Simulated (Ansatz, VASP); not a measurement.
Two plane-wave programs on BeTe3

File INCAR:

```
SYSTEM = BeTe3
ALGO     = Normal         ! electronic algorithm
EDIFF    = 1E-7           ! SCF threshold, eV
EDIFFG   = -0.08          ! ionic threshold
ENCUT    = 600            ! plane-wave cutoff, eV
GGA      = PE             ! functional
IBRION   = 2              ! ionic algorithm
ISIF     = 3              ! what is computed and relaxed
ISMEAR   = 0              ! smearing method
LASPH    = .TRUE.         ! aspherical terms in the spheres
LCHARG   = .FALSE.        ! write CHGCAR
LREAL    = .FALSE.        ! projectors in reciprocal space
LWAVE    = .FALSE.        ! write WAVECAR
NELM     = 100            ! most SCF steps
NSW      = 36             ! ionic steps
PREC     = Accurate       ! precision mode
SIGMA    = 0.2            ! smearing width, eV
```

The input KPOINTS:

```
k-points
0
G
  5 5 3
  0 0 0
```

File POSCAR:

```
BeTe3
1.0
    2.8050000000     -2.8050000000      0.0000000000
    2.8050000000      2.8050000000      0.0000000000
    0.0000000000      0.0000000000      7.1000000000
Be Te
1 3
Direct
    0.0000000000      0.0000000000      0.0000000000
    0.5000000000      0.0000000000      0.1970000000
    0.0000000000      0.5000000000      0.8030000000
    0.6000000000      0.4000000000      0.5000000000
```

Input for Ansatz:

```yaml
crystal:
  lattice:
    - [2.805, -2.805, 0.0]
    - [2.805, 2.805, 0.0]
    - [0.0, 0.0, 7.1]
  atoms:
    - { symbol: Be, position: [0.0, 0.0, 0.0] }
    - { symbol: Te, position: [0.5, 0.0, 0.197] }
    - { symbol: Te, position: [0.0, 0.5, 0.803] }
    - { symbol: Te, position: [0.6, 0.4, 0.5] }
basis:
  ecutwfc: 420
kpoints:
  mp_grid: { grid: [5, 5, 3] }
hamiltonian:
  xc: pbe
scf:
  occupations: { method: gaussian, width: 0.2 }
  lower_state_search: "off"
output:
  forces: true
  stress: true
  eigenvalues: true
relax:
  adjacent_minimum: "off"
  f_tol: 0.08
  max_steps: 16
  cell: { stress_tol: 0.8 }
```

Alike in both runs: task relaxation of cell and atoms; functional PBE; k mesh 5 × 5 × 3; occupations gaussian, width 0.2 eV; no spin polarisation.

|  | VASP | Ansatz |
| --- | --- | --- |
| version | VASP 6.6.1 | Ansatz 0.2.0 |
| potentials or method | VASP PAW PBE potentials, release 64 (Be, Te), cutoff 600 eV | scalar-relativistic, plane waves, PAW |
| valence electrons in the cell | 20 | 50 |

```tsv
	VASP	Ansatz	Ansatz less VASP
gap on the k mesh at the Fermi level, each at its own relaxed structure (eV)	none	none	-
relaxed volume (Å³/atom)	29.64	30.03	+0.385
relaxed length of the cell vector where the two differ most in proportion (Å)	3.932	3.952	+0.0194
```

A gap of «none» marks a metal or a gap that the smearing closes. VASP's potentials hold 20 valence electrons a cell and Ansatz's 50, so a difference there can come from the potentials and not from the codes.

Neither program's run includes spin-orbit coupling.
